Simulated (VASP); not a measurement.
# Hf (P6_3/mmc) in VASP: further runs

Hf is run at these levels: PBE, LDA; tasks: single point, relaxation of cell and atoms.

Program: VASP 6.6.1. These are calculated values, not measurements. Logs are shortened: lines on timing, memory, paths and dates and some standing lists are left out, and cuts for length are marked.

## Step 1: The cell of the first run

Symmetry: P6_3/mmc, No. 194, hexagonal system. The conventional cell has a = 3.197 Å, b = 3.197 Å, c = 5.058 Å, α = 90.00°, β = 90.00°, γ = 120.00°. Hf (site symmetry -6m2) has 12 Hf at 3.13 to 3.20 Å within 4.1 Å.

## Step 2: Single point, PBE

INCAR

```
SYSTEM = Hf
ALGO = Normal ; EDIFF = 1E-6
ENCUT = 500 ; GGA = PE
GGA_COMPAT = .FALSE. ; ISIF = 2
ISMEAR = 0 ; LASPH = .TRUE.
LCHARG = .FALSE. ; LREAL = .FALSE.
LWAVE = .FALSE. ; NBANDS = 17
NELM = 120 ; PREC = Accurate
SIGMA = 0.020999999999999998
```

KPOINTS

```
k-points
0
G
  10 10 5
  0 0 0
```

POSCAR

```
Hf
1.0
    3.1967000000      0.0000000000      0.0000000000
   -1.5983500000      2.7684234083      0.0000000000
    0.0000000000      0.0000000000      5.0578000000
Hf
2
Direct
    0.6666666667      0.3333333333      0.7500000000
    0.3333333333      0.6666666667      0.2500000000
```

Potentials or basis: VASP PAW PBE potentials, release 64 (Hf_pv).

Launch:

```bash
$ cat potpaw_PBE.64/Hf_pv/POTCAR > POTCAR
$ mpirun -np 1 vasp_std > vasp.out
```

OUTCAR:

```text
SYSTEM = Hf
   EDIFF = 1E-6
   ENCUT = 500
   GGA = PE
   ISIF = 2
   ISMEAR = 0
   LASPH = .TRUE.
   LREAL = .FALSE.
   NELM = 120
   PREC = Accurate

 ion  position               nearest neighbor table
   1  0.667  0.333  0.750-   2 3.13   2 3.13   2 3.13   2 3.13   2 3.13   2 3.13
   2  0.333  0.667  0.250-   1 3.13   1 3.13   1 3.13   1 3.13   1 3.13   1 3.13

  LATTYP: Found a hexagonal cell.
 ALAT       =     3.1967000000
 C/A-ratio  =     1.5821941377

  Lattice vectors:

 A1 = (   3.1967000000,   0.0000000000,   0.0000000000)
 A2 = (  -1.5983500000,   2.7684234083,   0.0000000000)
 A3 = (   0.0000000000,   0.0000000000,   5.0578000000)

Analysis of symmetry for initial positions (statically):
=====================================================================
 Subroutine PRICEL returns:
 Original cell was already a primitive cell.

 Routine SETGRP: Setting up the symmetry group for a
 hexagonal supercell.

 Subroutine GETGRP returns: Found 24 space group operations
 (whereof 12 operations were pure point group operations)
 out of a pool of 24 trial point group operations.

The static configuration has the point symmetry D_3d.
 The point group associated with its full space group is D_6h.

Analysis of symmetry for dynamics (positions and initial velocities):
=====================================================================
 Subroutine PRICEL returns:
 Original cell was already a primitive cell.

 Routine SETGRP: Setting up the symmetry group for a
 hexagonal supercell.

 Subroutine GETGRP returns: Found 24 space group operations
 (whereof 12 operations were pure point group operations)
 out of a pool of 24 trial point group operations.

The dynamic configuration has the point symmetry D_3d.
 The point group associated with its full space group is D_6h.

 Subroutine INISYM returns: Found 24 space group operations
 (whereof 12 operations are pure point group operations),
 and found     1 'primitive' translations

----------------------------------------------------------------------------------------

                                     Primitive cell

  volume of cell :      44.7606

  direct lattice vectors                    reciprocal lattice vectors
     3.196700000  0.000000000  0.000000000     0.312822598  0.180608211  0.000000000
    -1.598350000  2.768423408  0.000000000     0.000000000  0.361216423  0.000000000
     0.000000000  0.000000000  5.057800000     0.000000000  0.000000000  0.197714421

  length of vectors
     3.196700000  3.196700000  5.057800000     0.361216423  0.361216423  0.197714421

  position of ions in fractional coordinates (direct lattice)
     0.666666667  0.333333333  0.750000000
     0.333333333  0.666666667  0.250000000

  ion indices of the primitive-cell ions
   primitive index   ion index
                 1           1
                 2           2

----------------------------------------------------------------------------------------

 KPOINTS: k-points

Automatic generation of k-mesh.
 Grid dimensions read from file:
 generate k-points for:   10   10    5

 Generating k-lattice:

  Cartesian coordinates                     Fractional coordinates (reciprocal lattice)
     0.031282260  0.018060821  0.000000000     0.100000000 -0.000000000  0.000000000
     0.000000000  0.036121642  0.000000000     0.000000000  0.100000000  0.000000000
     0.000000000  0.000000000  0.039542884     0.000000000  0.000000000  0.200000000

  Length of vectors
     0.036121642  0.036121642  0.039542884

  Shift w.r.t. Gamma in fractional coordinates (k-lattice)
     0.000000000  0.000000000  0.000000000

 Subroutine IBZKPT returns following result:
 ===========================================

 Found     42 irreducible k-points:

 Following reciprocal coordinates:
            Coordinates               Weight
  0.000000  0.000000  0.000000      1.000000
  0.100000  0.000000  0.000000      6.000000
  0.200000  0.000000  0.000000      6.000000
  0.300000  0.000000  0.000000      6.000000
  0.400000  0.000000  0.000000      6.000000
  0.500000  0.000000  0.000000      3.000000
[... 16 lines left out ...]
  0.300000  0.100000  0.200000     24.000000
  0.400000  0.100000  0.200000     24.000000
 [... further k-points ...]
   k-points           NKPTS =     42   k-points in BZ     NKDIM =     42   number of bands    NBANDS=     17
   number of dos      NEDOS =    301   number of ions     NIONS =      2
   total plane-waves  NPLWV =  23040
   dimension x,y,z NGX =    24 NGY =   24 NGZ =   40
   dimension x,y,z NGXF=    48 NGYF=   48 NGZF=   80
   ions per type =               2
   NGX,Y,Z   is equivalent  to a cutoff of  12.48, 12.48, 13.15 a.u.
   NGXF,Y,Z  is equivalent  to a cutoff of  24.96, 24.96, 26.30 a.u.
 SYSTEM =  Hf
   PREC   = accura    normal or accurate (medium, high low for compatibility)
   ISTART =      0    job   : 0-new  1-cont  2-samecut
   ICHARG =      2    charge: 1-file 2-atom 10-const
   ISPIN  =      1    spin polarized calculation?
   LNONCOLLINEAR =      F non collinear calculations
   LSORBIT =      F    spin-orbit coupling
   LASPH  =      T    aspherical Exc in radial PAW
   ENCUT  =  500.0 eV  36.75 Ry    6.06 a.u.   5.83  5.83  9.22*2*pi/ulx,y,z
   NELM   =    120;   NELMIN=  2; NELMDL= -5     # of ELM steps
   EDIFF  = 0.1E-05   stopping-criterion for ELM
   LREAL  =      F    real-space projection
   EDIFFG = 0.1E-04   stopping-criterion for IOM
   NSW    =      0    number of steps for IOM
   IBRION =     -1    ionic relax: 0-MD 1-quasi-New 2-CG
   NFREE  =      0    steps in history (QN), initial steepest desc. (CG)
   ISIF   =      2    stress and relaxation
   ISYM   =      2    0-nonsym 1-usesym 2-fastsym
   POTIM  = 0.5000    time-step for ionic-motion
   TEBEG  =    0.0;   TEEND  =   0.0 temperature during run
   PSTRESS=    0.0 pullay stress
   NELECT =      20.0000    total number of electrons
   NUPDOWN=      -1.0000    fix difference up-down
   EMIN   =  10.00;   EMAX   =-10.00  energy-range for DOS
   EFERMI =   0.00;   METHOD = LEGACY
   ISMEAR =     0;   SIGMA  =   0.02  broadening in eV -4-tet -1-fermi 0-gaus
   EFERMI_NEDOS =   21; number of points for ismear=-14 and -15
   IALGO  =     38    algorithm
   IMIX   =      4    mixing-type and parameters
     AMIX     =   0.40;   BMIX     =  1.00
     AMIX_MAG =   1.60;   BMIX_MAG =  1.00
  volume/ion in A,a.u.               =      22.38       151.03
  Fermi-wavevector in a.u.,A,eV,Ry     =   1.251563  2.365112 21.312311  1.566411
  Thomas-Fermi vector in A             =   2.385505
   LORBIT       =      0    0 simple, 1 ext, 2 COOP (PROOUT), +10 PAW based schemes
   GGA     = PE    functional components
   LHFCALC =     F    Hartree Fock is set to
   AEXX    =    0.0000 exact exchange contribution
   IVDW    =     0    specifies the selected vdW correction
   LEPSILON=     F    determine dielectric tensor
   LRPA    =     F    only Hartree local field effects (RPA)
 non-spin polarized calculation
 Gauss-broadening in eV      SIGMA  =   0.02
  energy-cutoff  :      500.00
  volume of cell :       44.76
 maximum number of plane-waves:      1158
 NGX is ok and might be reduce to    24
   NGX = 11   NGY = 11   NGZ = 19

 number of electron      20.0000004 magnetization

 Free energy of the ion-electron system (eV)
  ---------------------------------------------------
  ext. energy  EPLUGINS =         0.00000000
  ---------------------------------------------------
  free energy    TOTEN  =       -19.84955398 eV

  energy without entropy =      -19.84899512  energy(sigma->0) =      -19.84927455

 E-fermi :   4.8971     XC(G=0): -11.2811

 val. band max:        4.8949609812   @ k =   0.1000   0.1000   0.4000
 cond. band min:       4.9108061114   @ k =   0.1000   0.1000   0.2000
 fundamental gap:      0.0158451302
 Fermi energy:         4.8970804981

 k-point     1 :       0.0000    0.0000    0.0000
  band No.  band energies     occupation
      1     -26.1589      2.00000
      2     -25.4145      2.00000
      3     -25.4145      2.00000
      4     -25.2932      2.00000
      5     -25.2869      2.00000
      6     -25.2869      2.00000
[... 9 lines left out ...]
     16       7.5541      0.00000
     17      10.2484      0.00000

 k-point     2 :       0.1000    0.0000    0.0000
  band No.  band energies     occupation
      1     -26.1332      2.00000
      2     -25.4689      2.00000
      3     -25.4327      2.00000
      4     -25.3441      2.00000
      5     -25.3051      2.00000
      6     -25.2943      2.00000
[... 9 lines left out ...]
     16       7.2798      0.00000
     17      10.4682      0.00000

 k-point     3 :       0.2000    0.0000    0.0000
  band No.  band energies     occupation
      1     -26.0611      2.00000
      2     -25.6113      2.00000
      3     -25.4887      2.00000
      4     -25.4783      2.00000
      5     -25.3410      2.00000
      6     -25.3152      2.00000
[... 9 lines left out ...]
     16       7.9636      0.00000
     17      10.8682      0.00000

 k-point     4 :       0.3000    0.0000    0.0000
  band No.  band energies     occupation
      1     -25.9576      2.00000
      2     -25.7873      2.00000
      3     -25.6577      2.00000
      4     -25.5320      2.00000
      5     -25.3996      2.00000
      6     -25.3432      2.00000
[... 9 lines left out ...]
     16       9.1298      0.00000
     17      11.1745      0.00000

 k-point     5 :       0.4000    0.0000    0.0000
  band No.  band energies     occupation
      1     -25.9288      2.00000
      2     -25.8493      2.00000
      3     -25.7880      2.00000
      4     -25.5738      2.00000
      5     -25.4712      2.00000
      6     -25.3669      2.00000
[... 9 lines left out ...]
     16      10.4233      0.00000
     17      11.3337      0.00000

 k-point     6 :       0.5000    0.0000    0.0000
  band No.  band energies     occupation
      1     -25.9825      2.00000
      2     -25.8365      2.00000
      3     -25.7933      2.00000
      4     -25.5894      2.00000
      5     -25.5132      2.00000
      6     -25.3761      2.00000
[... 9 lines left out ...]
     16      11.3797      0.00000
     17      11.8626      0.00000

 k-point     7 :       0.1000    0.1000    0.0000
  band No.  band energies     occupation
      1     -26.0843      2.00000
      2     -25.5535      2.00000
      3     -25.5010      2.00000
      4     -25.4129      2.00000
      5     -25.3290      2.00000
      6     -25.3179      2.00000
[... 9 lines left out ...]
     16       7.8125      0.00000
     17      10.6824      0.00000

 k-point     8 :       0.2000    0.1000    0.0000
  band No.  band energies     occupation
      1     -25.9959      2.00000
      2     -25.6992      2.00000
      3     -25.6280      2.00000
      4     -25.4928      2.00000
      5     -25.3768      2.00000
      6     -25.3551      2.00000
[... 9 lines left out ...]
     16       8.9273      0.00000
     17      10.9259      0.00000
[... 203 lines left out ...]
      1     -26.0060      2.00000
      2     -25.8629      2.00000
      3     -25.7135      2.00000
      4     -25.5544      2.00000
      5     -25.4516      2.00000
      6     -25.3870      2.00000
[... 9 lines left out ...]
     16      10.1735      0.00000
     17      11.1146      0.00000

 k-point    20 :       0.5000    0.0000    0.2000
  band No.  band energies     occupation
      1     -26.0405      2.00000
      2     -25.9070      2.00000
      3     -25.6924      2.00000
      4     -25.5694      2.00000
      5     -25.4809      2.00000
      6     -25.3969      2.00000
[... 9 lines left out ...]
     16      11.2729      0.00000
     17      11.5724      0.00000

 k-point    21 :       0.1000    0.1000    0.2000
  band No.  band energies     occupation
      1     -26.0278      2.00000
      2     -25.5304      2.00000
      3     -25.5276      2.00000
      4     -25.4466      2.00000
      5     -25.3403      2.00000
      6     -25.3327      2.00000
[... 9 lines left out ...]
     16       8.1835      0.00000
     17      10.6165      0.00000

 k-point    22 :       0.2000    0.1000    0.2000
  band No.  band energies     occupation
      1     -25.9776      2.00000
      2     -25.6868      2.00000
      3     -25.6336      2.00000
      4     -25.5059      2.00000
      5     -25.3826      2.00000
      6     -25.3639      2.00000
[... 9 lines left out ...]
     16       8.9283      0.00000
     17      10.7292      0.00000

 k-point    23 :       0.3000    0.1000    0.2000
  band No.  band energies     occupation
      1     -25.9670      2.00000
      2     -25.8206      2.00000
      3     -25.7039      2.00000
      4     -25.5626      2.00000
      5     -25.4377      2.00000
      6     -25.3955      2.00000
[... 9 lines left out ...]
     16       9.8290      0.00000
     17      11.0360      0.00000

 k-point    24 :       0.4000    0.1000    0.2000
  band No.  band energies     occupation
      1     -26.0125      2.00000
      2     -25.8855      2.00000
      3     -25.7028      2.00000
      4     -25.5833      2.00000
      5     -25.4894      2.00000
      6     -25.4178      2.00000
[... 9 lines left out ...]
     16      10.8527      0.00000
     17      11.6646      0.00000

 [... further k-points ...]
[... 5 lines left out ...]
  --------------------------------------------------------------------------------------
  -------------------------------------------------------------------------------------
  Total        0.0819090      0.0819090     -0.0144476      0.0000000      0.0000000     -0.0000000
  in kB        2.9318802      2.9318802     -0.5171409      0.0000000      0.0000000     -0.0000000
  external PRESSURE =       1.7822065 kB  Pullay stress =       0.0000000 kB

 VOLUME and BASIS-vectors are now :
 -----------------------------------------------------------------------------
  energy-cutoff  :      500.00
  volume of cell :       44.76
      direct lattice vectors                 reciprocal lattice vectors
     3.196700000  0.000000000  0.000000000     0.312822598  0.180608211  0.000000000
    -1.598350000  2.768423408  0.000000000     0.000000000  0.361216423  0.000000000
     0.000000000  0.000000000  5.057800000     0.000000000  0.000000000  0.197714421

 POSITION                                       TOTAL-FORCE (eV/Angst)
 -----------------------------------------------------------------------------------
      1.59835      0.92281      3.79335        -0.000000      0.000000      0.000000
     -0.00000      1.84562      1.26445         0.000000     -0.000000      0.000000
 -----------------------------------------------------------------------------------
    total drift:                               -0.000000      0.000000     -0.000000

  FREE ENERGIE OF THE ION-ELECTRON SYSTEM (eV)
  ---------------------------------------------------
  free  energy   TOTEN  =       -19.8495539790 eV

  energy  without entropy=      -19.8489951176  energy(sigma->0) =      -19.84927455
```

Wall time 33 s (1 thread of Intel Xeon 8259CL, shared host); peak memory 0.17 GiB.

Results:

- Free energy: -19.8496 eV
- Pressure: 0.2 GPa
- Band gap on the k mesh: zero (band 10 reaches 6.10 eV, above the bottom of band 11 at 4.60 eV)

Stress tensor (GPa, compression positive):
```
 0.29  0.00  0.00
 0.00  0.29  0.00
 0.00  0.00 -0.05
```

Caveat: spin-orbit coupling is left out, which moves the levels of the heavy elements.

## Step 3: Single point, PBE

INCAR

```
SYSTEM = Hf
  PREC = Accurate
  ENCUT = 500
  EDIFF = 1E-6
  ISMEAR = 0
  SIGMA = 0.025
  LREAL = .False.
  LASPH = .True.
  NELM = 120
  ALGO = Normal
  ISIF = 2
  LWAVE = .False.
  LCHARG = .False.
  GGA = PE
  NBANDS = 17
  GGA_COMPAT = .False.
```

KPOINTS

```
regular mesh
0
Gamma
  10 10 5
  0 0 0
```

POSCAR is that of step 2.

Potentials or basis: VASP PAW PBE potentials, release 64 (Hf_pv).

Launch:

```bash
$ cat potpaw_PBE.64/Hf_pv/POTCAR > POTCAR
$ mpirun -np 1 vasp_std > vasp.out
```

It took 34 s on 1 thread of Intel Xeon 8259CL, shared host; peak memory 0.17 GiB.

It converged, with:

- Free energy: -19.8497 eV
- Pressure: 0.2 GPa
- Band gap on the k mesh: zero (band 10 reaches 6.10 eV, above the bottom of band 11 at 4.60 eV)

Stress tensor (GPa, compression positive):
```
 0.29  0.00  0.00
 0.00  0.29  0.00
 0.00  0.00 -0.08
```

Levels at points of the mesh, in eV from the Fermi level:
| k point | band 8 | band 9 | band 10 | band 11 | band 12 | band 13 |
| --- | --- | --- | --- | --- | --- | --- |
| (0.00, 0.00, 0.00) | -3.69 | 0.66 | 1.20 | 1.20 | 1.48 | 2.02 |
| (0.50, 0.00, 0.00) | -2.73 | -2.21 | -0.78 | 0.81 | 0.89 | 1.70 |

Caveat: spin-orbit coupling is left out, which moves the levels of the heavy elements.

(Part 1 of 2 ends here.)
